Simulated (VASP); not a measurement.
Here is a VASP 6.6.1 calculation.

The input INCAR:

```
SYSTEM = Ba8Ti8O23
PREC = Accurate ; ENCUT = 520
EDIFF = 1E-6 ; ISMEAR = 0
SIGMA = 0.02 ; LREAL = Auto
LASPH = .True. ; NELM = 100
ALGO = Normal ; ISIF = 2
LWAVE = .False. ; LCHARG = .False.
GGA = PE ; IVDW = 12
NBANDS = 182 ; NELECT = 312.0
LUSENCCL = .False.
```

File KPOINTS:

```
regular mesh
0
Gamma
  2 2 2
  0 0 0
```

File POSCAR:

```
Ba8Ti8O23
1.0
    7.9800000000      0.0000000000      0.0000000000
    0.0000000000      5.6690000000      5.6820000000
    0.0000000000     -5.6690000000      5.6820000000
Ba Ti O
8 8 23
Direct
    0.0039736842     -0.0045817264     -0.0006787453
    0.0061942356     -0.0051526364      0.5007365857
    0.0037126566      0.5065748997      0.0004856423
    0.0046937343      0.5045255143      0.4991452003
    0.4914783208     -0.0043224751     -0.0008911821
    0.4904759398     -0.0051219392      0.5020870923
    0.4938018797      0.5065000263      0.0007847326
    0.4938120301      0.5054160288      0.5022043513
    0.2570438596      0.2560718526      0.2594154758
    0.2398032581      0.2572772974      0.7550305167
    0.2414096491      0.7566057161      0.2546551075
    0.2410377193      0.7570641263      0.7560078554
    0.7544233083      0.2496011571      0.2272511836
    0.7453061404      0.2574426827      0.7700083909
    0.7429887218      0.7636490206      0.2646897685
    0.7422542607      0.7613116807      0.7570855386
   -0.0085715539      0.2366882069      0.2512433313
    0.2496464912      0.2437193005      0.4897092458
    0.2501298246      0.4875956060      0.2418674352
   -0.0032270677      0.2435588551      0.7341873610
    0.2492423559      0.2426087712      0.9859105881
    0.2522556391      0.4892061894      0.7465034199
    0.0014728070      0.7418520894      0.2437640669
    0.2524449875      0.7450301090      0.4903255756
    0.2496318296      0.9872992716      0.2423821786
    0.0066146617      0.7444374743      0.7450945567
    0.2528112782      0.7445147611      0.9916112508
    0.2524573935      0.9906589504      0.7447887793
    0.5003505013      0.2369912528      0.2502530274
    0.7474225564      0.4668372099      0.2851407908
    0.5143897243      0.2434776119      0.7318944402
    0.7492775689      0.2545566235      0.9981359144
    0.7545037594      0.4841240243      0.7349384537
    0.5086206767      0.7416868960      0.2442340825
    0.7537423559      0.7482045889      0.4938239222
    0.7481528822      0.9981792719      0.2616218544
    0.5079402256      0.7451398280      0.7454471132
    0.7537857143      0.7439390989      0.9910990919
    0.7540510025      0.9986880719      0.7395150256
```

Potentials or basis: VASP PAW PBE potentials, release 64 (Ba_sv, Ti_sv, O).

Run with:

```bash
$ cat potpaw_PBE.64/Ba_sv/POTCAR potpaw_PBE.64/Ti_sv/POTCAR potpaw_PBE.64/O/POTCAR > POTCAR
$ mpirun -np 1 vasp_std > vasp.out
```

Task: What does it give for the dispersion energy per atom?

Result: -0.265 eV.

Task: Estimate the largest force.

Result: 0.531 eV/Å.

Forces in eV/Å, atoms in the order of the input:
```
Ba  -0.059 -0.005  0.018
Ba  -0.042  0.016 -0.024
Ba  -0.054 -0.061 -0.036
Ba  -0.014 -0.017 -0.040
Ba   0.080  0.004  0.004
Ba   0.066  0.006 -0.030
Ba   0.073 -0.045 -0.053
Ba   0.042 -0.019 -0.053
Ti  -0.033 -0.016 -0.052
Ti   0.032 -0.012 -0.069
Ti   0.059 -0.007 -0.072
Ti   0.072 -0.016 -0.051
Ti  -0.050 -0.032  0.019
Ti   0.030 -0.031 -0.109
Ti   0.071 -0.043 -0.138
Ti   0.082 -0.002 -0.063
O   -0.014 -0.025  0.104
O    0.000 -0.036  0.057
O   -0.003 -0.001  0.045
O   -0.033 -0.026  0.018
O    0.005 -0.060  0.076
O   -0.007  0.021  0.032
O   -0.016  0.014  0.047
O   -0.012 -0.053  0.025
O    0.001  0.031  0.077
O   -0.059 -0.017  0.005
O   -0.020 -0.033  0.036
O   -0.019 -0.002  0.037
O    0.060 -0.025  0.097
O    0.010  0.527 -0.063
O   -0.039 -0.021  0.016
O   -0.003 -0.045 -0.045
O   -0.006  0.010  0.014
O   -0.080  0.022  0.043
O   -0.017 -0.045  0.033
O    0.000  0.058  0.008
O   -0.075 -0.018  0.005
O   -0.019 -0.020  0.046
O   -0.009  0.023  0.036
```

Caveat: the cell carries a net charge on a neutralising background, which shifts energy and pressure.
